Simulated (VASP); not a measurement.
# TiO3 (Pm-3m) in VASP: a series of runs

The runs below take TiO3 through single point, with r2SCAN.

All numbers are computed with VASP 6.6.1; they aren't measurements. Logs are shortened: lines on timing, memory, paths and dates and some standing lists are left out, and cuts for length are marked.

### Step 1. The cell of the first run

Symmetry: Pm-3m, No. 221, cubic system. Conventional cell: a = 3.182 Å, b = 3.182 Å, c = 3.182 Å, α = 90.00°, β = 90.00°, γ = 90.00°. Within 3.0 Å of Ti (site symmetry m-3m) lie 12 O at 2.25 Å. O (site symmetry 4/mmm) has 4 Ti at 2.25 Å and 8 O at 2.25 Å within 3.0 Å.

### Step 2. Single point, r2SCAN

POSCAR reads:

```
TiO3
1.0
    3.1820556788      0.0000000000      0.0000000000
    0.0000000000      3.1820556788      0.0000000000
    0.0000000000      0.0000000000      3.1820556788
Ti O
1 3
Direct
    0.0000000000      0.0000000000      0.0000000000
    0.0000000000      0.5000000000      0.5000000000
    0.5000000000      0.0000000000      0.5000000000
    0.5000000000      0.5000000000      0.0000000000
```

INCAR.step1 reads:

```
SYSTEM = TiO3
PREC = Accurate
ENCUT = 520
ISMEAR = 0
SIGMA = 0.1
LREAL = .FALSE.
LASPH = .TRUE.
NELM = 60
NBANDS = 23
GGA = PE
ALGO = Normal
EDIFF = 1E-4
LWAVE = .TRUE.
LCHARG = .FALSE.
```

INCAR.step2 reads:

```
SYSTEM = TiO3
PREC = Accurate
ENCUT = 520
EDIFF = 1E-6
ISMEAR = 0
SIGMA = 0.1
LREAL = .FALSE.
LASPH = .TRUE.
NELM = 60
ALGO = Normal
ISIF = 2
LWAVE = .FALSE.
LCHARG = .FALSE.
METAGGA = R2SCAN
LMIXTAU = .TRUE.
NBANDS = 23
ISTART = 1
```

KPOINTS reads:

```
regular mesh
0
G
  6 6 6
  0 0 0
```

Potentials or basis: VASP PAW PBE potentials, release 64 (Ti_sv, O).

Run with:

```bash
> cat potpaw_PBE.64/Ti_sv/POTCAR potpaw_PBE.64/O/POTCAR > POTCAR
> cp INCAR.step1 INCAR
> mpirun -np 1 vasp_std > vasp.out
> cp INCAR.step2 INCAR
> mpirun -np 1 vasp_std > vasp.out
```

OUTCAR:

```text
SYSTEM = TiO3
   PREC = Accurate
   ENCUT = 520
   EDIFF = 1E-6
   ISMEAR = 0
   LREAL = .FALSE.
   LASPH = .TRUE.
   NELM = 60
   ISIF = 2
   METAGGA = R2SCAN
   ISTART = 1

 ion  position               nearest neighbor table
   1  0.000  0.000  0.000-   2 2.25   3 2.25   4 2.25   2 2.25   3 2.25   2 2.25   4 2.25   2 2.25
                             3 2.25   4 2.25   3 2.25   4 2.25
   2  0.000  0.500  0.500-   1 2.25   1 2.25   1 2.25   1 2.25
   3  0.500  0.000  0.500-   1 2.25   1 2.25   1 2.25   1 2.25
   4  0.500  0.500  0.000-   1 2.25   1 2.25   1 2.25   1 2.25

  LATTYP: Found a simple cubic cell.
 ALAT       =     3.1820556788

  Lattice vectors:

 A1 = (   3.1820556788,   0.0000000000,   0.0000000000)
 A2 = (   0.0000000000,   3.1820556788,   0.0000000000)
 A3 = (   0.0000000000,   0.0000000000,   3.1820556788)

Analysis of symmetry for initial positions (statically):
=====================================================================
 Subroutine PRICEL returns:
 Original cell was already a primitive cell.

 Routine SETGRP: Setting up the symmetry group for a
 simple cubic supercell.

 Subroutine GETGRP returns: Found 48 space group operations
 (whereof 48 operations were pure point group operations)
 out of a pool of 48 trial point group operations.

The static configuration has the point symmetry O_h .

Analysis of symmetry for dynamics (positions and initial velocities):
=====================================================================
 Subroutine PRICEL returns:
 Original cell was already a primitive cell.

 Routine SETGRP: Setting up the symmetry group for a
 simple cubic supercell.

 Subroutine GETGRP returns: Found 48 space group operations
 (whereof 48 operations were pure point group operations)
 out of a pool of 48 trial point group operations.

The dynamic configuration has the point symmetry O_h .

 Subroutine INISYM returns: Found 48 space group operations
 (whereof 48 operations are pure point group operations),
 and found     1 'primitive' translations

----------------------------------------------------------------------------------------

                                     Primitive cell

  volume of cell :      32.2198

  direct lattice vectors                    reciprocal lattice vectors
     3.182055679  0.000000000  0.000000000     0.314262257  0.000000000  0.000000000
     0.000000000  3.182055679  0.000000000     0.000000000  0.314262257  0.000000000
     0.000000000  0.000000000  3.182055679     0.000000000  0.000000000  0.314262257

  length of vectors
     3.182055679  3.182055679  3.182055679     0.314262257  0.314262257  0.314262257

  position of ions in fractional coordinates (direct lattice)
     0.000000000  0.000000000  0.000000000
     0.000000000  0.500000000  0.500000000
     0.500000000  0.000000000  0.500000000
     0.500000000  0.500000000  0.000000000

  ion indices of the primitive-cell ions
   primitive index   ion index
                 1           1
                 2           2
                 3           3
                 4           4

----------------------------------------------------------------------------------------

 KPOINTS: regular mesh

Automatic generation of k-mesh.
 Grid dimensions read from file:
 generate k-points for:    6    6    6

 Generating k-lattice:

  Cartesian coordinates                     Fractional coordinates (reciprocal lattice)
     0.052377043  0.000000000  0.000000000     0.166666667  0.000000000  0.000000000
     0.000000000  0.052377043  0.000000000     0.000000000  0.166666667  0.000000000
     0.000000000  0.000000000  0.052377043     0.000000000  0.000000000  0.166666667

  Length of vectors
     0.052377043  0.052377043  0.052377043

  Shift w.r.t. Gamma in fractional coordinates (k-lattice)
     0.000000000  0.000000000  0.000000000

 Subroutine IBZKPT returns following result:
 ===========================================

 Found     20 irreducible k-points:

 Following reciprocal coordinates:
            Coordinates               Weight
  0.000000  0.000000  0.000000      1.000000
  0.166667  0.000000  0.000000      6.000000
  0.333333  0.000000  0.000000      6.000000
  0.500000  0.000000  0.000000      3.000000
  0.166667  0.166667  0.000000     12.000000
  0.333333  0.166667  0.000000     24.000000
[... 12 lines left out ...]
  0.500000  0.500000  0.333333      6.000000
  0.500000  0.500000  0.500000      1.000000
   k-points           NKPTS =     20   k-points in BZ     NKDIM =     20   number of bands    NBANDS=     23
   number of dos      NEDOS =    301   number of ions     NIONS =      4
   total plane-waves  NPLWV =  13824
   dimension x,y,z NGX =    24 NGY =   24 NGZ =   24
   dimension x,y,z NGXF=    48 NGYF=   48 NGZF=   48
   ions per type =               1   3
   NGX,Y,Z   is equivalent  to a cutoff of  12.54, 12.54, 12.54 a.u.
   NGXF,Y,Z  is equivalent  to a cutoff of  25.08, 25.08, 25.08 a.u.
 SYSTEM =  TiO3
   PREC   = accura    normal or accurate (medium, high low for compatibility)
   ISTART =      1    job   : 0-new  1-cont  2-samecut
   ICHARG =      0    charge: 1-file 2-atom 10-const
   ISPIN  =      1    spin polarized calculation?
   LNONCOLLINEAR =      F non collinear calculations
   LSORBIT =      F    spin-orbit coupling
   LASPH  =      T    aspherical Exc in radial PAW
   ENCUT  =  520.0 eV  38.22 Ry    6.18 a.u.   5.92  5.92  5.92*2*pi/ulx,y,z
   NELM   =     60;   NELMIN=  2; NELMDL=  0     # of ELM steps
   EDIFF  = 0.1E-05   stopping-criterion for ELM
   LREAL  =      F    real-space projection
   EDIFFG = 0.1E-04   stopping-criterion for IOM
   NSW    =      0    number of steps for IOM
   IBRION =     -1    ionic relax: 0-MD 1-quasi-New 2-CG
   NFREE  =      0    steps in history (QN), initial steepest desc. (CG)
   ISIF   =      2    stress and relaxation
   ISYM   =      2    0-nonsym 1-usesym 2-fastsym
   POTIM  = 0.5000    time-step for ionic-motion
   TEBEG  =    0.0;   TEEND  =   0.0 temperature during run
   PSTRESS=    0.0 pullay stress
   NELECT =      30.0000    total number of electrons
   NUPDOWN=      -1.0000    fix difference up-down
   EMIN   =  10.00;   EMAX   =-10.00  energy-range for DOS
   EFERMI =   0.00;   METHOD = LEGACY
   ISMEAR =     0;   SIGMA  =   0.10  broadening in eV -4-tet -1-fermi 0-gaus
   EFERMI_NEDOS =   21; number of points for ismear=-14 and -15
   IALGO  =     38    algorithm
   IMIX   =      4    mixing-type and parameters
     AMIX     =   0.40;   BMIX     =  1.00
     AMIX_MAG =   1.60;   BMIX_MAG =  1.00
  volume/ion in A,a.u.               =       8.05        54.36
  Fermi-wavevector in a.u.,A,eV,Ry     =   1.598604  3.020923 34.770147  2.555534
  Thomas-Fermi vector in A             =   2.696027
   LORBIT       =      0    0 simple, 1 ext, 2 COOP (PROOUT), +10 PAW based schemes
   METAGGA = R2SCAN    functional components
   LHFCALC =     F    Hartree Fock is set to
   AEXX    =    0.0000 exact exchange contribution
   IVDW    =     0    specifies the selected vdW correction
   LEPSILON=     F    determine dielectric tensor
   LRPA    =     F    only Hartree local field effects (RPA)
 non-spin polarized calculation
 Gauss-broadening in eV      SIGMA  =   0.10
  energy-cutoff  :      520.00
  volume of cell :       32.22
 maximum number of plane-waves:       912
 NGX is ok and might be reduce to    24
   NGX = 11   NGY = 11   NGZ = 11

 number of electron      29.9999981 magnetization

 Free energy of the ion-electron system (eV)
  ---------------------------------------------------
  ext. energy  EPLUGINS =         0.00000000
  ---------------------------------------------------
  free energy    TOTEN  =       -34.69403287 eV

  energy without entropy =      -34.68189933  energy(sigma->0) =      -34.68796610

 E-fermi :   7.8963     XC(G=0): -13.8035

 val. band max:        7.8813476220   @ k =   0.0000   0.0000   0.0000
 cond. band min:       7.9028786093   @ k =   0.5000   0.5000   0.5000
 fundamental gap:      0.0215309873
 Fermi energy:         7.8963368869

 k-point     1 :       0.0000    0.0000    0.0000
  band No.  band energies     occupation
      1     -53.1716      2.00000
      2     -28.2009      2.00000
      3     -28.2009      2.00000
      4     -28.2009      2.00000
      5     -14.6083      2.00000
      6      -9.7523      2.00000
[... 15 lines left out ...]
     22      16.3767      0.00000
     23      25.0880      0.00000

 k-point     2 :       0.1667    0.0000    0.0000
  band No.  band energies     occupation
      1     -53.1681      2.00000
      2     -28.2513      2.00000
      3     -28.1959      2.00000
      4     -28.1959      2.00000
      5     -14.3323      2.00000
      6     -10.1135      2.00000
[... 15 lines left out ...]
     22      17.1681      0.00000
     23      25.2671      0.00000

 k-point     3 :       0.3333    0.0000    0.0000
  band No.  band energies     occupation
      1     -53.1611      2.00000
      2     -28.3506      2.00000
      3     -28.1860      2.00000
      4     -28.1860      2.00000
      5     -13.5882      2.00000
      6     -11.0271      2.00000
[... 15 lines left out ...]
     22      18.9567      0.00000
     23      23.1240      0.00000
[... 391 lines left out ...]
 k-point    19 :       0.5000    0.5000    0.3333
  band No.  band energies     occupation
      1     -53.1344      2.00000
      2     -28.3248      2.00000
      3     -28.3248      2.00000
      4     -28.2770      2.00000
      5     -11.4474      2.00000
      6     -11.3303      2.00000
[... 15 lines left out ...]
     22      18.9396      0.00000
     23      25.9756      0.00000

 k-point    20 :       0.5000    0.5000    0.5000
  band No.  band energies     occupation
      1     -53.1312      2.00000
      2     -28.3148      2.00000
      3     -28.3148      2.00000
      4     -28.3148      2.00000
      5     -11.3575      2.00000
      6     -11.3575      2.00000
[... 15 lines left out ...]
     22      18.1564      0.00000
     23      26.9089      0.00000

------------------------ aborting loop because EDIFF is reached ----------------------------------------

  FORCE on cell =-STRESS in cart. coord.  units (eV):
  Direction    XX          YY          ZZ          XY          YZ          ZX
  --------------------------------------------------------------------------------------
  -------------------------------------------------------------------------------------
  Total        0.2358254      0.2358254      0.2358254      0.0000000      0.0000000     -0.0000000
  in kB       11.7267548     11.7267548     11.7267548      0.0000000      0.0000000     -0.0000000
  external PRESSURE =      11.7267548 kB  Pullay stress =       0.0000000 kB

 VOLUME and BASIS-vectors are now :
 -----------------------------------------------------------------------------
  energy-cutoff  :      520.00
  volume of cell :       32.22
      direct lattice vectors                 reciprocal lattice vectors
     3.182055679  0.000000000  0.000000000     0.314262257  0.000000000  0.000000000
     0.000000000  3.182055679  0.000000000     0.000000000  0.314262257  0.000000000
     0.000000000  0.000000000  3.182055679     0.000000000  0.000000000  0.314262257

 POSITION                                       TOTAL-FORCE (eV/Angst)
 -----------------------------------------------------------------------------------
      0.00000      0.00000      0.00000         0.000000      0.000000      0.000000
      0.00000      1.59103      1.59103         0.000000      0.000000      0.000000
      1.59103      0.00000      1.59103         0.000000      0.000000      0.000000
      1.59103      1.59103      0.00000         0.000000      0.000000      0.000000
 -----------------------------------------------------------------------------------
    total drift:                                0.000000     -0.000000     -0.000000

  FREE ENERGIE OF THE ION-ELECTRON SYSTEM (eV)
  ---------------------------------------------------
  free  energy   TOTEN  =       -34.6940328725 eV

  energy  without entropy=      -34.6818993263  energy(sigma->0) =      -34.68796610
```

Run time: 20 s. Hardware: 1 thread of Intel Xeon 6975P-C (Granite Rapids), shared host; peak memory 0.14 GiB.

Results:

```
Free energy            : -34.6940 eV
Pressure               : 1.2 GPa
Band gap on the k mesh : zero (bands 15 and 16 overlap by 1.40 eV)
```

Caveat: the PAW data sets were made with another functional, which shifts forces and pressure a little; semilocal functionals often make such compounds metallic where correlation or magnetic order opens a gap, which also shifts bond lengths.

(Continued in part 2 of 2.)
